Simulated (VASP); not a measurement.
Al:

```
Al
1.0
     2.58367    0.00000    0.00000
     0.00000    2.58367    0.00000
     0.00000    0.00000    2.58367
Al
1
Direct
  0.00000 0.00000 0.00000
```

- Program: VASP 6.6.1
- Task: relaxation of cell and atoms
- Functional: r2SCAN
- Potentials or basis: VASP PAW PBE potentials, release 64 (Al)
- Cutoff: 600 eV
- k mesh: 6 × 6 × 6
- Occupations: gaussian, width 0.1 eV
- Spin: no spin polarisation

At the start: pressure 11.3 GPa; volume 17.25 Å³/atom.

**Question.** How do energy, volume and symmetry change on relaxing?

**Answer.** Over 3 steps the energy falls by 76.8 meV/atom and the volume is 19.78 Å³/atom (+14.7 %); space group Pm-3m (No. 221, to 0.05 Å).

Step by step:
```
step  energy change (eV)  largest force (eV/Å)  pressure (GPa)  volume (Å³)
   1              0.0000                0.0000           11.27        17.25
   2             -0.0735                0.0000           -1.52        20.46
   3             -0.0768                0.0000           -0.05        19.78
```

Final structure:
```
Al
1.0
     2.70463    0.00000    0.00000
     0.00000    2.70463    0.00000
     0.00000    0.00000    2.70463
Al
1
Direct
  0.00000 0.00000 0.00000
```

Caveat: the k points lie up to 0.39 Å⁻¹ apart in the final cell; the PAW data sets were made with another functional, which shifts forces and pressure a little.
